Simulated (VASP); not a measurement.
# Al (Fm-3m) in VASP: a series of runs

Al is run at these levels: HSE06; tasks: single point.

All numbers are computed with VASP 6.6.1; they aren't measurements. Logs are shortened: lines on timing, memory, paths and dates and some standing lists are left out, and cuts for length are marked.

## 1. The cell of the first run

It takes space group Fm-3m (No. 225, cubic). The conventional cell has a = 4.040 Å, b = 4.040 Å, c = 4.040 Å, α = 90.00°, β = 90.00°, γ = 90.00°. Within 3.8 Å of Al (site symmetry m-3m) lie 12 Al at 2.86 Å.

## 2. Single point, HSE06

The input, POSCAR:

```
Al
1.0
    0.0000000000      2.0200000000      2.0200000000
    2.0200000000      0.0000000000      2.0200000000
    2.0200000000      2.0200000000      0.0000000000
Al
1
Direct
    0.0000000000      0.0000000000      0.0000000000
```

The input, INCAR.step1:

```
SYSTEM = Al
PREC = Accurate ; ENCUT = 520
EDIFF = 1E-5 ; ISMEAR = -1
SIGMA = 0.02 ; LREAL = .FALSE.
LASPH = .TRUE. ; NELM = 100
ALGO = Normal ; ISIF = 2
LWAVE = .TRUE. ; LCHARG = .FALSE.
GGA = PE ; NBANDS = 8
```

The input, INCAR.step2:

```
SYSTEM = Al
PREC = Accurate ; ENCUT = 520
EDIFF = 1E-6 ; ISMEAR = -1
SIGMA = 0.02 ; LREAL = .FALSE.
LASPH = .TRUE. ; NELM = 100
ALGO = Normal ; ISIF = 2
LWAVE = .FALSE. ; LCHARG = .FALSE.
GGA = PE ; LHFCALC = .TRUE.
HFSCREEN = 0.2079 ; PRECFOCK = Normal
ISTART = 1 ; NBANDS = 8
```

The input, KPOINTS:

```
regular mesh
0
G
  2 2 2
  0 0 0
```

Potentials or basis: VASP PAW PBE potentials, release 64 (Al).

Launch:

```console
$ cat potpaw_PBE.64/Al/POTCAR > POTCAR
$ cp INCAR.step1 INCAR
$ mpirun -np 1 vasp_std > vasp.out
$ cp INCAR.step2 INCAR
$ mpirun -np 1 vasp_std > vasp.out
```

OUTCAR:

```text
SYSTEM = Al
   PREC = Accurate
   ENCUT = 520
   EDIFF = 1E-6
   ISMEAR = -1
   LREAL = .FALSE.
   LASPH = .TRUE.
   NELM = 100
   ISIF = 2
   GGA = PE
   LHFCALC = .TRUE.
   HFSCREEN = 0.2079
   PRECFOCK = Normal
   ISTART = 1

 ion  position               nearest neighbor table
   1  0.000  0.000  0.000-

  LATTYP: Found a face centered cubic cell.
 ALAT       =     4.0400000000

  Lattice vectors:

 A1 = (   0.0000000000,   2.0200000000,   2.0200000000)
 A2 = (   2.0200000000,   0.0000000000,   2.0200000000)
 A3 = (   2.0200000000,   2.0200000000,   0.0000000000)

Analysis of symmetry for initial positions (statically):
=====================================================================
 Subroutine PRICEL returns:
 Original cell was already a primitive cell.

 Routine SETGRP: Setting up the symmetry group for a
 face centered cubic supercell.

 Subroutine GETGRP returns: Found 48 space group operations
 (whereof 48 operations were pure point group operations)
 out of a pool of 48 trial point group operations.

The static configuration has the point symmetry O_h .

Analysis of symmetry for dynamics (positions and initial velocities):
=====================================================================
 Subroutine PRICEL returns:
 Original cell was already a primitive cell.

 Routine SETGRP: Setting up the symmetry group for a
 face centered cubic supercell.

 Subroutine GETGRP returns: Found 48 space group operations
 (whereof 48 operations were pure point group operations)
 out of a pool of 48 trial point group operations.

The dynamic configuration has the point symmetry O_h .

 Subroutine INISYM returns: Found 48 space group operations
 (whereof 48 operations are pure point group operations),
 and found     1 'primitive' translations

----------------------------------------------------------------------------------------

                                     Primitive cell

  volume of cell :      16.4848

  direct lattice vectors                    reciprocal lattice vectors
     0.000000000  2.020000000  2.020000000    -0.247524752  0.247524752  0.247524752
     2.020000000  0.000000000  2.020000000     0.247524752 -0.247524752  0.247524752
     2.020000000  2.020000000  0.000000000     0.247524752  0.247524752 -0.247524752

  length of vectors
     2.856711396  2.856711396  2.856711396     0.428725447  0.428725447  0.428725447

  position of ions in fractional coordinates (direct lattice)
     0.000000000  0.000000000  0.000000000

  ion indices of the primitive-cell ions
   primitive index   ion index
                 1           1

----------------------------------------------------------------------------------------

 KPOINTS: regular mesh

Automatic generation of k-mesh.
 Grid dimensions read from file:
 generate k-points for:    2    2    2

 Generating k-lattice:

  Cartesian coordinates                     Fractional coordinates (reciprocal lattice)
    -0.123762376  0.123762376  0.123762376     0.500000000  0.000000000  0.000000000
     0.123762376 -0.123762376  0.123762376     0.000000000  0.500000000  0.000000000
     0.123762376  0.123762376 -0.123762376     0.000000000  0.000000000  0.500000000

  Length of vectors
     0.214362724  0.214362724  0.214362724

  Shift w.r.t. Gamma in fractional coordinates (k-lattice)
     0.000000000  0.000000000  0.000000000

 Subroutine IBZKPT returns following result:
 ===========================================

 Found      3 irreducible k-points:

 Following reciprocal coordinates:
            Coordinates               Weight
  0.000000  0.000000  0.000000      1.000000
  0.500000  0.000000  0.000000      4.000000
  0.500000  0.500000  0.000000      3.000000
   k-points           NKPTS =      3   k-points in BZ     NKDIM =      8   number of bands    NBANDS=      8
   number of dos      NEDOS =    301   number of ions     NIONS =      1
   total plane-waves  NPLWV =  13824
   dimension x,y,z NGX =    24 NGY =   24 NGZ =   24
   dimension x,y,z NGXF=    48 NGYF=   48 NGZF=   48
   ions per type =               1
   NGX,Y,Z   is equivalent  to a cutoff of  13.97, 13.97, 13.97 a.u.
   NGXF,Y,Z  is equivalent  to a cutoff of  27.93, 27.93, 27.93 a.u.
 SYSTEM =  Al
   PREC   = accura    normal or accurate (medium, high low for compatibility)
   ISTART =      1    job   : 0-new  1-cont  2-samecut
   ICHARG =      0    charge: 1-file 2-atom 10-const
   ISPIN  =      1    spin polarized calculation?
   LNONCOLLINEAR =      F non collinear calculations
   LSORBIT =      F    spin-orbit coupling
   LASPH  =      T    aspherical Exc in radial PAW
   ENCUT  =  520.0 eV  38.22 Ry    6.18 a.u.   5.31  5.31  5.31*2*pi/ulx,y,z
   NELM   =    100;   NELMIN=  2; NELMDL=  0     # of ELM steps
   EDIFF  = 0.1E-05   stopping-criterion for ELM
   LREAL  =      F    real-space projection
   EDIFFG = 0.1E-04   stopping-criterion for IOM
   NSW    =      0    number of steps for IOM
   IBRION =     -1    ionic relax: 0-MD 1-quasi-New 2-CG
   NFREE  =      0    steps in history (QN), initial steepest desc. (CG)
   ISIF   =      2    stress and relaxation
   ISYM   =      3    0-nonsym 1-usesym 2-fastsym
   POTIM  = 0.5000    time-step for ionic-motion
   TEBEG  =    0.0;   TEEND  =   0.0 temperature during run
   PSTRESS=    0.0 pullay stress
   NELECT =       3.0000    total number of electrons
   NUPDOWN=      -1.0000    fix difference up-down
   EMIN   =  10.00;   EMAX   =-10.00  energy-range for DOS
   EFERMI =   0.00;   METHOD = LEGACY
   ISMEAR =    -1;   SIGMA  =   0.02  broadening in eV -4-tet -1-fermi 0-gaus
   EFERMI_NEDOS =   21; number of points for ismear=-14 and -15
   IALGO  =     38    algorithm
   IMIX   =      1    mixing-type and parameters
     AMIX     =   0.40;   BMIX     =  1.00
     AMIX_MAG =   1.60;   BMIX_MAG =  1.00
  volume/ion in A,a.u.               =      16.48       111.25
  Fermi-wavevector in a.u.,A,eV,Ry     =   0.927728  1.753151 11.710246  0.860679
  Thomas-Fermi vector in A             =   2.053828
   LORBIT       =      0    0 simple, 1 ext, 2 COOP (PROOUT), +10 PAW based schemes
   GGA     = PE    functional components
   LHFCALC =     T    Hartree Fock is set to
   PRECFOCK=normal    Normal, Fast or Accurate (Low or Medium for compatibility)
   ENCUT4O =  -1.0   cutoff for four orbital integrals eV
   NKREDX  =     1    reduce k-point grid by
   NKREDY  =     1    reduce k-point grid by
   NKREDZ  =     1    reduce k-point grid by
   AEXX    =    0.2500 exact exchange contribution
   HFSCREEN=    0.2079 screening length (either q_TF or 0.3 A-1)
   HFSCREENC=   0.2079 screening length for correlation (either q_TF or 0.3 A-1)
   ENCUTFOCK=  -1.0 apply spherical cutoff to Coloumb kernel
   IVDW    =     0    specifies the selected vdW correction
   LEPSILON=     F    determine dielectric tensor
   LRPA    =     F    only Hartree local field effects (RPA)
 non-spin polarized calculation
  energy-cutoff  :      520.00
  volume of cell :       16.48
 maximum number of plane-waves:       459
 NGX is ok and might be reduce to    24
  NGX = 16; NGY = 16; NGZ = 16

 number of electron       3.0000000 magnetization

 Free energy of the ion-electron system (eV)
  ---------------------------------------------------
  ext. energy  EPLUGINS =         0.00000000
  ---------------------------------------------------
  free energy    TOTEN  =        -5.14729153 eV

  energy without entropy =       -5.14729153  energy(sigma->0) =       -5.14729153

 E-fermi :   4.7718     XC(G=0):  -8.4078

 val. band max:        4.2637755445   @ k =   0.5000   0.5000   0.0000
 cond. band min:       6.7887821624   @ k =   0.5000   0.5000   0.0000
 fundamental gap:      2.5250066179
 Fermi energy:         4.7718395589

 k-point     1 :       0.0000    0.0000    0.0000
  band No.  band energies     occupation
      1      -4.6611      2.00000
      2      21.7078      0.00000
      3      21.7078      0.00000
      4      21.7078      0.00000
      5      23.2331      0.00000
      6      23.2331      0.00000
      7      23.2331      0.00000
      8      25.4657      0.00000

 k-point     2 :       0.5000    0.0000    0.0000
  band No.  band energies     occupation
      1       2.5902      2.00000
      2       2.8265      2.00000
      3      20.4590      0.00000
      4      20.4590      0.00000
      5      20.4884      0.00000
      6      20.4884      0.00000
      7      24.0496      0.00000
      8      24.5067      0.00000

 k-point     3 :       0.5000    0.5000    0.0000
  band No.  band energies     occupation
      1       4.2638      2.00000
      2       6.7888      0.00000
      3      13.9249      0.00000
      4      14.3287      0.00000
      5      14.3287      0.00000
      6      18.0038      0.00000
      7      34.9741      0.00000
      8      36.5496      0.00000

------------------------ aborting loop because EDIFF is reached ----------------------------------------

  FORCE on cell =-STRESS in cart. coord.  units (eV):
  Direction    XX          YY          ZZ          XY          YZ          ZX
  --------------------------------------------------------------------------------------
  -------------------------------------------------------------------------------------
  Total       -0.8348244     -0.8348244     -0.8348244      0.0000000      0.0000000     -0.0000000
  in kB      -81.1375016    -81.1375016    -81.1375016      0.0000000      0.0000000     -0.0000000
  external PRESSURE =     -81.1375016 kB  Pullay stress =       0.0000000 kB

 VOLUME and BASIS-vectors are now :
 -----------------------------------------------------------------------------
  energy-cutoff  :      520.00
  volume of cell :       16.48
      direct lattice vectors                 reciprocal lattice vectors
     0.000000000  2.020000000  2.020000000    -0.247524752  0.247524752  0.247524752
     2.020000000  0.000000000  2.020000000     0.247524752 -0.247524752  0.247524752
     2.020000000  2.020000000  0.000000000     0.247524752  0.247524752 -0.247524752

 POSITION                                       TOTAL-FORCE (eV/Angst)
 -----------------------------------------------------------------------------------
      0.00000      0.00000      0.00000         0.000000     -0.000000      0.000000
 -----------------------------------------------------------------------------------
    total drift:                               -0.000038     -0.000066     -0.000050

  FREE ENERGIE OF THE ION-ELECTRON SYSTEM (eV)
  ---------------------------------------------------
  free  energy   TOTEN  =        -5.1472915262 eV

  energy  without entropy=       -5.1472915262  energy(sigma->0) =       -5.14729153
```

It took 9.5 s on 1 thread of AMD EPYC 7R13, shared host; peak memory 0.19 GiB.

Results:

```yaml
Free_energy: -5.1473 eV
Pressure: -8.1 GPa
Band_gap_on_the_k_mesh: zero (an odd number of electrons rules out a gap without spin polarisation)
```

Caveat: the k points lie up to 1.35 Å⁻¹ apart, too coarse for converged energies and pressures of a metal; the PAW data sets were made with another functional, which shifts forces and pressure a little.

## 3. Single point, HSE06

POSCAR is that of step 2.

The input, INCAR.step1:

```
ALGO     = Normal         # electronic algorithm
EDIFF    = 1E-5           # SCF threshold, eV
ENCUT    = 520            # plane-wave cutoff, eV
GGA      = PE             # functional
ISIF     = 2              # what is computed and relaxed
ISMEAR   = -1             # smearing method
LASPH    = T              # aspherical terms in the spheres
LCHARG   = F              # write CHGCAR
LREAL    = F              # projectors in reciprocal space
LWAVE    = T              # write WAVECAR
NBANDS   = 8              # bands
NELM     = 80             # most SCF steps
PREC     = Accurate       # precision mode
SIGMA    = 0.02           # smearing width, eV
```

The input, INCAR.step2:

```
ALGO     = Normal         # electronic algorithm
EDIFF    = 1E-6           # SCF threshold, eV
ENCUT    = 520            # plane-wave cutoff, eV
GGA      = PE             # functional
HFSCREEN = 0.2079         # screening, 1/A
ISIF     = 2              # what is computed and relaxed
ISMEAR   = -1             # smearing method
ISTART   = 1            
LASPH    = T              # aspherical terms in the spheres
LCHARG   = F              # write CHGCAR
LHFCALC  = T              # exact exchange
LREAL    = F              # projectors in reciprocal space
LWAVE    = F              # write WAVECAR
NBANDS   = 8              # bands
NELM     = 80             # most SCF steps
PREC     = Accurate       # precision mode
PRECFOCK = Normal       
SIGMA    = 0.02           # smearing width, eV
```

The input, KPOINTS:

```
k-points
0
Gamma
  3 3 3
```

Potentials or basis: VASP PAW PBE potentials, release 64 (Al).

Launch:

```console
$ cat potpaw_PBE.64/Al/POTCAR > POTCAR
$ cp INCAR.step1 INCAR
$ mpirun -np 1 vasp_std > vasp.out
$ cp INCAR.step2 INCAR
$ mpirun -np 1 vasp_std > vasp.out
```

OUTCAR:

```text
EDIFF = 1E-6
   ENCUT = 520
   GGA = PE
   HFSCREEN = 0.2079
   ISIF = 2
   ISMEAR = -1
   ISTART = 1
   LASPH = T
   LHFCALC = T
   LREAL = F
   NELM = 80
   PREC = Accurate
   PRECFOCK = Normal

 ion  position               nearest neighbor table
   1  0.000  0.000  0.000-

  LATTYP: Found a face centered cubic cell.
 ALAT       =     4.0400000000

  Lattice vectors:

 A1 = (   0.0000000000,   2.0200000000,   2.0200000000)
 A2 = (   2.0200000000,   0.0000000000,   2.0200000000)
 A3 = (   2.0200000000,   2.0200000000,   0.0000000000)

Analysis of symmetry for initial positions (statically):
=====================================================================
 Subroutine PRICEL returns:
 Original cell was already a primitive cell.

 Routine SETGRP: Setting up the symmetry group for a
 face centered cubic supercell.

 Subroutine GETGRP returns: Found 48 space group operations
 (whereof 48 operations were pure point group operations)
 out of a pool of 48 trial point group operations.

The static configuration has the point symmetry O_h .

Analysis of symmetry for dynamics (positions and initial velocities):
=====================================================================
 Subroutine PRICEL returns:
 Original cell was already a primitive cell.

 Routine SETGRP: Setting up the symmetry group for a
 face centered cubic supercell.

 Subroutine GETGRP returns: Found 48 space group operations
 (whereof 48 operations were pure point group operations)
 out of a pool of 48 trial point group operations.

The dynamic configuration has the point symmetry O_h .

 Subroutine INISYM returns: Found 48 space group operations
[... 97 lines left out ...]
  Thomas-Fermi vector in A             =   2.053828
   LORBIT       =      0    0 simple, 1 ext, 2 COOP (PROOUT), +10 PAW based schemes
   GGA     = PE    functional components
   LHFCALC =     T    Hartree Fock is set to
   PRECFOCK=normal    Normal, Fast or Accurate (Low or Medium for compatibility)
   ENCUT4O =  -1.0   cutoff for four orbital integrals eV
   NKREDX  =     1    reduce k-point grid by
   NKREDY  =     1    reduce k-point grid by
   NKREDZ  =     1    reduce k-point grid by
   AEXX    =    0.2500 exact exchange contribution
   HFSCREEN=    0.2079 screening length (either q_TF or 0.3 A-1)
   HFSCREENC=   0.2079 screening length for correlation (either q_TF or 0.3 A-1)
   ENCUTFOCK=  -1.0 apply spherical cutoff to Coloumb kernel
   IVDW    =     0    specifies the selected vdW correction
   LEPSILON=     F    determine dielectric tensor
   LRPA    =     F    only Hartree local field effects (RPA)
 non-spin polarized calculation
  energy-cutoff  :      520.00
  volume of cell :       16.48
 maximum number of plane-waves:       459
 NGX is ok and might be reduce to    24
  NGX = 16; NGY = 16; NGZ = 16

 number of electron       3.0000000 magnetization

 Free energy of the ion-electron system (eV)
  ---------------------------------------------------
  ext. energy  EPLUGINS =         0.00000000
  ---------------------------------------------------
  free energy    TOTEN  =        -3.57064387 eV

  energy without entropy =       -3.56483240  energy(sigma->0) =       -3.56773814

 E-fermi :   8.6448     XC(G=0):  -8.4086

 val. band max:        6.5256391709   @ k =  -0.3333   0.3333   0.0000
 cond. band min:       8.6743102841   @ k =   0.3333   0.0000   0.0000
 fundamental gap:      2.1486711132
 Fermi energy:         8.6448309044

 k-point     1 :       0.0000    0.0000    0.0000
  band No.  band energies     occupation
      1      -4.6466      2.00000
      2      21.7150      0.00000
      3      21.7150      0.00000
      4      21.7150      0.00000
      5      23.2392      0.00000
      6      23.2392      0.00000
      7      23.2392      0.00000
      8      25.4686      0.00000
[... 23 lines left out ...]
 k-point     4 :      -0.3333    0.3333    0.0000
  band No.  band energies     occupation
      1       4.1874      2.00000
      2       6.5256      2.00000
      3       8.7881      0.00155
      4      16.1010      0.00000
      5      17.9559      0.00000
      6      27.9610      0.00000
      7      29.5925      0.00000
      8      29.6101      0.00000

------------------------ aborting loop because EDIFF is reached ----------------------------------------

  FORCE on cell =-STRESS in cart. coord.  units (eV):
  Direction    XX          YY          ZZ          XY          YZ          ZX
  --------------------------------------------------------------------------------------
  -------------------------------------------------------------------------------------
  Total       -0.4164742     -0.4164742     -0.4164742      0.0000000      0.0000000      0.0000000
  in kB      -40.4775807    -40.4775807    -40.4775807      0.0000000      0.0000000      0.0000000
  external PRESSURE =     -40.4775807 kB  Pullay stress =       0.0000000 kB

 VOLUME and BASIS-vectors are now :
 -----------------------------------------------------------------------------
  energy-cutoff  :      520.00
  volume of cell :       16.48
      direct lattice vectors                 reciprocal lattice vectors
     0.000000000  2.020000000  2.020000000    -0.247524752  0.247524752  0.247524752
     2.020000000  0.000000000  2.020000000     0.247524752 -0.247524752  0.247524752
     2.020000000  2.020000000  0.000000000     0.247524752  0.247524752 -0.247524752

 POSITION                                       TOTAL-FORCE (eV/Angst)
 -----------------------------------------------------------------------------------
      0.00000      0.00000      0.00000         0.000000      0.000000      0.000000
 -----------------------------------------------------------------------------------
    total drift:                               -0.000041      0.000016      0.000047

  FREE ENERGIE OF THE ION-ELECTRON SYSTEM (eV)
  ---------------------------------------------------
  free  energy   TOTEN  =        -3.5706438679 eV

  energy  without entropy=       -3.5648324030  energy(sigma->0) =       -3.56773814
```

OSZICAR.step1:

```text
N       E                     dE             d eps       ncg     rms          rms(c)
DAV:   1    -0.245316031968E+01   -0.24532E+01   -0.78611E+02    64   0.208E+02
DAV:   2    -0.318727213028E+01   -0.73411E+00   -0.73410E+00    88   0.154E+01
DAV:   3    -0.319082701948E+01   -0.35549E-02   -0.35549E-02    64   0.133E+00
DAV:   4    -0.319084618842E+01   -0.19169E-04   -0.19169E-04   104   0.824E-02
DAV:   5    -0.319084618941E+01   -0.98528E-09   -0.85586E-09    80   0.581E-04    0.149E+00
DAV:   6    -0.317763723543E+01    0.13209E-01   -0.15331E-03    64   0.204E-01    0.885E-01
DAV:   7    -0.316689272599E+01    0.10745E-01   -0.54215E-03    64   0.348E-01    0.147E-01
DAV:   8    -0.316689964381E+01   -0.69178E-05   -0.20224E-05    80   0.352E-02
   1 F= -.31668996E+01 E0= -.31635220E+01  d E =-.675531E-02
```

It took 15 s on 1 thread of AMD EPYC 7R13, shared host; peak memory 0.19 GiB.

What came out:

```
Free energy            : -3.5706 eV
Pressure               : -4.0 GPa
Band gap on the k mesh : zero (an odd number of electrons rules out a gap without spin polarisation)
```

Caveat: the k points lie up to 0.90 Å⁻¹ apart, too coarse for converged energies and pressures of a metal; the PAW data sets were made with another functional, which shifts forces and pressure a little.

(Part 1 of 2 ends here.)

The gap in the log of VASP goes by the Fermi energy; the results here count the filled bands.